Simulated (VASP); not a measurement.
# SnO in VASP: single point with PBE+D3(BJ)

Aim: the single point of SnO with PBE+D3(BJ).

All numbers are computed with VASP 6.6.1; they aren't measurements. Logs are shortened: lines on timing, memory, paths and dates and some standing lists are left out, and cuts for length are marked.

### 1 The cell of the first run

The cell holds a slab with vacuum, 8 atoms: a = 3.820 Å, b = 3.820 Å, c = 22.226 Å, α = 90.00°, β = 90.00°, γ = 90.00°.

### 2 Single point, PBE+D3(BJ) (layers slid over each other, then relaxed in part)

Contents of INCAR:

```
SYSTEM = SnO
ALGO     = Normal         ! electronic algorithm
DIPOL    = 0.5 0.5 0.404
EDIFF    = 1E-6           ! SCF threshold, eV
ENCUT    = 520            ! plane-wave cutoff, eV
GGA      = PE             ! functional
IDIPOL   = 3            
ISIF     = 2              ! what is computed and relaxed
ISMEAR   = 0              ! smearing method
IVDW     = 12             ! dispersion correction
LASPH    = .True.         ! aspherical terms in the spheres
LCHARG   = .False.        ! write CHGCAR
LDIPOL   = .True.       
LREAL    = .False.        ! projectors in reciprocal space
LWAVE    = .False.        ! write WAVECAR
NBANDS   = 50             ! bands
NELM     = 80             ! most SCF steps
PREC     = Accurate       ! precision mode
SIGMA    = 0.05           ! smearing width, eV
```

Contents of KPOINTS:

```
k-points
0
Gamma
  7 7 1
  0 0 0
```

Contents of POSCAR:

```
SnO
1.0
    3.8201629585      0.0000000000      0.0000000000
    0.0000000000      3.8201629585      0.0000000000
    0.0000000000      0.0000000000     22.2260830948
Sn O
4 4
Direct
    0.7500000000      0.2500000000      0.2024648239
    0.2500000000      0.7500000000      0.3087127184
    0.4166666667      0.9166666667      0.4984520877
    0.9166666667      0.4166666667      0.6046974094
    0.2500000000      0.2500000000      0.2555944002
    0.7500000000      0.7500000000      0.2555944002
    0.9166666667      0.9166666667      0.5515729029
    0.4166666667      0.4166666667      0.5515729029
```

Potentials or basis: VASP PAW PBE potentials, release 64 (Sn_d, O).

The run is started by

```sh
$ cat potpaw_PBE.64/Sn_d/POTCAR potpaw_PBE.64/O/POTCAR > POTCAR
$ mpirun -np 1 vasp_std > vasp.out
```

OUTCAR:

```text
SYSTEM = SnO
   EDIFF = 1E-6
   ENCUT = 520
   GGA = PE
   ISIF = 2
   ISMEAR = 0
   IVDW = 12
   LASPH = .True.
   LREAL = .False.
   NELM = 80
   PREC = Accurate
 IVDW          = 12

 ion  position               nearest neighbor table
   1  0.750  0.250  0.202-   5 2.25   6 2.25   6 2.25   5 2.25   2 3.59   2 3.59   2 3.59   2 3.59

   2  0.250  0.750  0.309-   5 2.25   6 2.25   5 2.25   6 2.25   1 3.59   1 3.59   1 3.59   1 3.59

   3  0.417  0.917  0.498-   7 2.25   8 2.25   8 2.25   7 2.25   4 3.59   4 3.59   4 3.59   4 3.59

   4  0.917  0.417  0.605-   7 2.25   8 2.25   7 2.25   8 2.25   3 3.59   3 3.59   3 3.59   3 3.59

   5  0.250  0.250  0.256-   2 2.25   2 2.25   1 2.25   1 2.25
   6  0.750  0.750  0.256-   2 2.25   2 2.25   1 2.25   1 2.25
   7  0.917  0.917  0.552-   3 2.25   3 2.25   4 2.25   4 2.25
   8  0.417  0.417  0.552-   3 2.25   3 2.25   4 2.25   4 2.25

  LATTYP: Found a simple tetragonal cell.
 ALAT       =     3.8201629585
 C/A-ratio  =     5.8180981639

  Lattice vectors:

 A1 = (   3.8201629585,   0.0000000000,   0.0000000000)
 A2 = (   0.0000000000,   3.8201629585,   0.0000000000)
 A3 = (   0.0000000000,   0.0000000000,  22.2260830948)

Analysis of symmetry for initial positions (statically):
=====================================================================
 Subroutine PRICEL returns:
 Original cell was already a primitive cell.

 Routine SETGRP: Setting up the symmetry group for a
 simple tetragonal supercell.

 Subroutine GETGRP returns: Found  4 space group operations
 (whereof  1 operations were pure point group operations)
 out of a pool of 16 trial point group operations.

The static configuration has the point symmetry C_1 .
 The point group associated with its full space group is C_2h.

Analysis of symmetry for dynamics (positions and initial velocities):
=====================================================================
 Subroutine PRICEL returns:
 Original cell was already a primitive cell.

 Routine SETGRP: Setting up the symmetry group for a
 simple tetragonal supercell.

 Subroutine GETGRP returns: Found  4 space group operations
 (whereof  1 operations were pure point group operations)
 out of a pool of 16 trial point group operations.

The dynamic configuration has the point symmetry C_1 .
 The point group associated with its full space group is C_2h.

 Subroutine INISYM returns: Found  4 space group operations
 (whereof  1 operations are pure point group operations),
 and found     1 'primitive' translations

[... 113 lines left out ...]
   EFERMI_NEDOS =   21; number of points for ismear=-14 and -15
   IALGO  =     38    algorithm
   IMIX   =      4    mixing-type and parameters
     AMIX     =   0.40;   BMIX     =  1.00
     AMIX_MAG =   1.60;   BMIX_MAG =  1.00
  volume/ion in A,a.u.               =      40.54       273.61
  Fermi-wavevector in a.u.,A,eV,Ry     =   1.026666  1.940118 14.341132  1.054043
  Thomas-Fermi vector in A             =   2.160571
   LORBIT       =      0    0 simple, 1 ext, 2 COOP (PROOUT), +10 PAW based schemes
   GGA     = PE    functional components
   LHFCALC =     F    Hartree Fock is set to
   AEXX    =    0.0000 exact exchange contribution
   IVDW    =    12    specifies the selected vdW correction
   LEPSILON=     F    determine dielectric tensor
   LRPA    =     F    only Hartree local field effects (RPA)
 non-spin polarized calculation
 Gauss-broadening in eV      SIGMA  =   0.05
  energy-cutoff  :      520.00
  volume of cell :      324.36
 maximum number of plane-waves:      8769
   NGX = 15   NGY = 15   NGZ = 83

 dipolmoment           0.000000      0.000000      0.000583 electrons x Angstroem

 number of electron      79.9999993 magnetization

 dipolmoment           0.000000      0.000000     -0.001578 electrons x Angstroem

 Free energy of the ion-electron system (eV)
  ---------------------------------------------------
  ext. energy  EPLUGINS =         0.00000000
  ---------------------------------------------------
  free energy    TOTEN  =       -45.14405840 eV

  energy without entropy =      -45.14405840  energy(sigma->0) =      -45.14405840

 E-fermi :   0.0364     XC(G=0):  -5.3167

 val. band max:       -0.1902327602   @ k =  -0.1429   0.1429   0.0000
 cond. band min:       2.3254624319   @ k =   0.4286   0.0000   0.0000
 fundamental gap:      2.5156951921
 Fermi energy:         0.0364357050

 k-point     1 :       0.0000    0.0000    0.0000
  band No.  band energies     occupation
      1     -21.0540      2.00000
      2     -21.0429      2.00000
      3     -20.6917      2.00000
      4     -20.6808      2.00000
      5     -20.6548      2.00000
      6     -20.6547      2.00000
[... 837 lines left out ...]
     49       5.9410      0.00000
     50       6.2909      0.00000

------------------------ aborting loop because EDIFF is reached ----------------------------------------

 vacuum level on the upper side and lower side of the slab       (xc-potential included)        -0.166        -0.143

 Edisp (eV)   -1.23600

 E8    (eV) :    -0.5463

  FORCE on cell =-STRESS in cart. coord.  units (eV):
  Direction    XX          YY          ZZ          XY          YZ          ZX
  --------------------------------------------------------------------------------------
  -------------------------------------------------------------------------------------
  Total       0.26574     0.26574     0.28882     0.02005     0.19561     0.19561
  in kB       1.31262     1.31262     1.42665     0.09904     0.96623     0.96623
  external pressure =        1.35 kB  Pullay stress =        0.00 kB

 VOLUME and BASIS-vectors are now :
 -----------------------------------------------------------------------------
  energy-cutoff  :      520.00
  volume of cell :      324.36
      direct lattice vectors                 reciprocal lattice vectors
     3.820162959  0.000000000  0.000000000     0.261768938  0.000000000  0.000000000
     0.000000000  3.820162959  0.000000000     0.000000000  0.261768938  0.000000000
     0.000000000  0.000000000 22.226083095     0.000000000  0.000000000  0.044992183

 POSITION                                       TOTAL-FORCE (eV/Angst)
 -----------------------------------------------------------------------------------
      2.86512      0.95504      4.50000        -0.003757     -0.003757     -0.096757
      0.95504      2.86512      6.86147        -0.020394     -0.020394      0.096693
      1.59173      3.50182     11.07864         0.020394      0.020394     -0.096693
      3.50182      1.59173     13.44005         0.003757      0.003757      0.096757
      0.95504      0.95504      5.68086         0.007207     -0.019159      0.000677
      2.86512      2.86512      5.68086        -0.019159      0.007207      0.000677
      3.50182      3.50182     12.25931         0.019159     -0.007207     -0.000677
      1.59173      1.59173     12.25931        -0.007207      0.019159     -0.000677
 -----------------------------------------------------------------------------------
    total drift:                                0.000116      0.000116     -0.489757

  FREE ENERGIE OF THE ION-ELECTRON SYSTEM (eV)
  ---------------------------------------------------
  free  energy   TOTEN  =       -46.3800562383 eV

  energy  without entropy=      -46.3800562383  energy(sigma->0) =      -46.38005624

 vacuum level on the upper side and lower side of the slab         4.776         4.800
```

stdout:

```text
POSCAR found type information on POSCAR SnO
 POSCAR found :  2 types and       8 ions
 scaLAPACK will be used
 LDA part: xc-table for (Slater+PW92), standard interpolation
 POSCAR, INCAR and KPOINTS ok, starting setup
 FFT: planning ... GRIDC
 FFT: planning ... GRID_SOFT
 FFT: planning ... GRID
 WAVECAR not read
 entering main loop
```

Run time: 13 min. Hardware: 1 thread of AMD EPYC 7R13, shared host; peak memory 0.46 GiB.

Results:

```yaml
Free_energy: -46.3801 eV
Largest_force: 0.101 eV/Å
Band_gap_on_the_k_mesh: 2.52 eV (least direct gap 2.56 eV)
Dispersion_energy_per_atom: -0.154 eV
```

Forces in eV/Å, atoms in the order of the input:
```
Sn  -0.004 -0.004 -0.097
Sn  -0.020 -0.020  0.097
Sn   0.020  0.020 -0.097
Sn   0.004  0.004  0.097
O    0.007 -0.019  0.001
O   -0.019  0.007  0.001
O    0.019 -0.007 -0.001
O   -0.007  0.019 -0.001
```

Levels at points of the mesh, in eV from the valence-band top:
| k point | band 36 | band 37 | band 38 | band 39 | band 40 | band 41 | band 42 | band 43 | band 44 | band 45 |
| --- | --- | --- | --- | --- | --- | --- | --- | --- | --- | --- |
| (0.00, 0.00, 0.00) | -1.96 | -1.95 | -1.95 | -0.61 | -0.03 | 2.52 | 2.85 | 2.87 | 3.78 | 4.88 |

Caveat: the cell differs from its parent crystal (layers slid over each other, then relaxed in part); spin-orbit coupling is left out, which moves the levels of the heavy elements.
